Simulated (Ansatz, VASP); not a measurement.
AgCl in VASP and in Ansatz

File INCAR:

```
SYSTEM = AgCl
  ALGO = Normal
  EDIFF = 1E-6
  ENCUT = 520
  GGA = PE
  ISIF = 2
  ISMEAR = 0
  LASPH = .TRUE.
  LCHARG = .FALSE.
  LREAL = .FALSE.
  LWAVE = .FALSE.
  NBANDS = 16
  NELM = 100
  PREC = Accurate
  SIGMA = 0.05
```

File KPOINTS:

```
k-points
0
G
  8 8 8
  0 0 0
```

POSCAR

```
AgCl
1.0
    0.0000000000      2.7731500000      2.7731500000
    2.7731500000      0.0000000000      2.7731500000
    2.7731500000      2.7731500000      0.0000000000
Ag Cl
1 1
Direct
    0.4842237167      0.4842237167      0.5157762833
    0.0000000000      0.0000000000      0.0000000000
```

Input for Ansatz:

```yaml
crystal:
  lattice:
    - [0.0, 2.77315, 2.77315]
    - [2.77315, 0.0, 2.77315]
    - [2.77315, 2.77315, 0.0]
  atoms:
    - { symbol: Ag, position: [0.4842237167, 0.4842237167, 0.5157762833] }
    - { symbol: Cl, position: [0.0, 0.0, 0.0] }
basis:
  ecutwfc: 420
kpoints:
  mp_grid: { grid: [8, 8, 8] }
hamiltonian:
  xc: pbe
scf:
  occupations: { method: gaussian, width: 0.05 }
output:
  forces: true
  stress: true
  eigenvalues: true
  write_density: true
  write_potential: true
  elf: true
  volumetric_format: npy
```

Change from the starting cell: all Ag atoms moved +0.087 Å, as atom 1 towards its neighbour atom 2 (Cl) at 2.773 Å.

Alike in both runs: task single point; functional PBE; k mesh 8 × 8 × 8; occupations gaussian, width 0.05 eV; no spin polarisation.

|  | VASP | Ansatz |
| --- | --- | --- |
| version | VASP 6.6.1 | Ansatz 0.2.0 |
| potentials or method | VASP PAW PBE potentials, release 64 (Ag, Cl), cutoff 520 eV | scalar-relativistic, plane waves, PAW |
| valence electrons in the cell | 18 | 26 |

VASP gave:

| Quantity | Value |
| --- | --- |
| gap on the k mesh at the Fermi level (eV) | 0.92 |
| least direct gap on the mesh (eV) | 2.94 |
| pressure (GPa) | 1.6 |
| traceless stress, the component that is largest in VASP (GPa) | 0.24 |
| rms of the force components (eV/Å) | 0.060 |

Question: Estimate Ansatz's values.

Answer: gap on the k mesh at the Fermi level (eV): 0.92; least direct gap on the mesh (eV): 2.94; pressure (GPa): 1.7; traceless stress, the component that is largest in VASP (GPa): 0.24; rms of the force components (eV/Å): 0.061.

Atom by atom the forces differ by 0.001 eV/Å (rms over components). The functional is the same, so the differences come from potentials, cutoffs and numerics. VASP's potentials hold 18 valence electrons a cell and Ansatz's 26, so a difference there can come from the potentials and not from the codes.
